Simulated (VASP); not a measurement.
Li, 12 atoms in the cell. Symmetry: Cmce, No. 64, orthorhombic system. The conventional cell has a = 16.093 Å, b = 5.575 Å, c = 5.407 Å, α = 90.00°, β = 90.00°, γ = 90.00°. Li (site symmetry m) has 12 Li at 2.70 to 3.41 Å within 3.6 Å. Within 3.7 Å of Li (site symmetry 1) lie 10 Li at 2.78 to 3.41 Å. 

| Quantity | Value |
| --- | --- |
| Program | VASP 6.6.1 |
| Task | single point |
| Functional | r2SCAN |
| Dispersion | D3(BJ) |
| Potentials or basis | VASP PAW PBE potentials, release 64 (Li_sv) |
| Cutoff | 520 eV |
| k mesh | 5 × 5 × 5 |
| Occupations | gaussian, width 0.1 eV |
| Spin | no spin polarisation |
| Dipole correction | no |
| Charge | -1 |
| Further INCAR settings | ALGO = Normal; EDIFF = 1e-06; NBANDS = 30; NELECT = 37.0 |

Potentials or basis: VASP PAW PBE potentials, release 64 (Li_sv).

Run with:

```sh
$ cat potpaw_PBE.64/Li_sv/POTCAR > POTCAR
$ cp INCAR.step1 INCAR
$ mpirun -np 1 vasp_std > vasp.out
$ cp INCAR.step2 INCAR
$ mpirun -np 1 vasp_std > vasp.out
```

Hardware: 1 thread of AMD EPYC 9R14 (Zen 4), on a shared host.

**Question.** How long does it take, and how much memory?

**Answer.** Wall time 17 min on 1 thread of AMD EPYC 9R14 (Zen 4), with other jobs on the host, peak memory 0.45 GiB. Counts: k points 27.
